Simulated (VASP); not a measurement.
Input of a VASP 6.6.1 run:

Contents of INCAR:

```
PREC = Accurate
ENCUT = 520
EDIFF = 1E-6
ISMEAR = -1
SIGMA = 0.05
LREAL = F
LASPH = T
NELM = 80
ALGO = Normal
ISIF = 2
LWAVE = F
LCHARG = F
GGA = PS
NBANDS = 11
```

File KPOINTS:

```
regular mesh
0
Gamma
  13 13 13
```

File POSCAR:

```
BN
1.0
    0.0000000000      1.8368590123      1.8368590123
    1.8368590123      0.0000000000      1.8368590123
    1.8368590123      1.8368590123      0.0000000000
N B
1 1
Direct
    0.2500000000      0.2500000000      0.2500000000
    0.0000000000      0.0000000000      0.0000000000
```

Potentials or basis: VASP PAW PBE potentials, release 64 (N, B).

The run is started by

```bash
$ cat potpaw_PBE.64/N/POTCAR potpaw_PBE.64/B/POTCAR > POTCAR
$ mpirun -np 1 vasp_std > vasp.out
```

Problem. Estimate the pressure.

Solution. -19.1 GPa.

Problem. Estimate the band gap on the k mesh.

Solution. 4.30 eV, indirect (least direct gap 8.54 eV).

Caveat: the PAW data sets were made with another functional, which shifts forces and pressure a little. A hybrid or GW would open this gap; PBEsol tends to underestimate it.
